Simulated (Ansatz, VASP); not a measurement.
# ZrS2 in VASP and in Ansatz

The input INCAR:

```
SYSTEM = ZrS2
ALGO = Normal
EDIFF = 1E-7
EDIFFG = -0.008
ENCUT = 450
GGA = PS
GGA_COMPAT = .FALSE.
IBRION = 2
ISIF = 2
ISMEAR = 0
LASPH = .TRUE.
LCHARG = .FALSE.
LREAL = .FALSE.
LWAVE = .FALSE.
NELM = 120
NELMIN = 4
NSW = 60
PREC = Accurate
SIGMA = 0.02
```

The input KPOINTS:

```
k-points
0
G
  12 12 6
  0 0 0
```

POSCAR

```
ZrS2
1.0
    3.6273720858      0.0000000000      0.0000000000
   -1.8136860429      3.1413963753      0.0000000000
    0.0000000000      0.0000000000      5.8278935527
Zr S
1 2
Direct
    0.0000000000      0.0000000000      0.0000000000
    0.6666666667      0.3333333333      0.7531561001
    0.3333333333      0.6666666667      0.2468438999
```

Input for Ansatz:

```yaml
crystal:
  lattice:
    - [3.6273720858, 0.0, 0.0]
    - [-1.8136860429, 3.1413963753, 0.0]
    - [0.0, 0.0, 5.8278935527]
  atoms:
    - { symbol: Zr, position: [0.0, 0.0, 0.0] }
    - { symbol: S, position: [0.6666666667, 0.3333333333, 0.7531561001] }
    - { symbol: S, position: [0.3333333333, 0.6666666667, 0.2468438999] }
basis:
  ecutwfc: 420
kpoints:
  mp_grid: { grid: [12, 12, 6] }
hamiltonian:
  xc: pbesol
scf:
  occupations: { method: gaussian, width: 0.02 }
output:
  forces: true
  stress: true
  eigenvalues: true
relax:
  adjacent_minimum: "off"
  f_tol: 0.008
  max_steps: 40
```

Change from the starting cell: strain along c alone, the other axes held, atoms relaxed: -1.0 %.

Alike in both runs: task relaxation of the atoms; functional PBEsol; k mesh 12 × 12 × 6; occupations gaussian, width 0.02 eV; no spin polarisation.

|  | VASP | Ansatz |
| --- | --- | --- |
| version | VASP 6.6.1 | Ansatz 0.2.0 |
| potentials or method | VASP PAW PBE potentials, release 64 (Zr_sv, S), cutoff 450 eV | scalar-relativistic, plane waves, PAW |
| valence electrons in the cell | 24 | 24 |

|  | VASP | Ansatz | Ansatz less VASP |
| --- | --- | --- | --- |
| gap on the k mesh at the Fermi level, each at its own relaxed structure (eV) | 0.72 | 0.72 | 0.000 |

VASP's potentials were made for PBE, not for PBEsol. Ansatz's warnings: stress scf threshold loose.
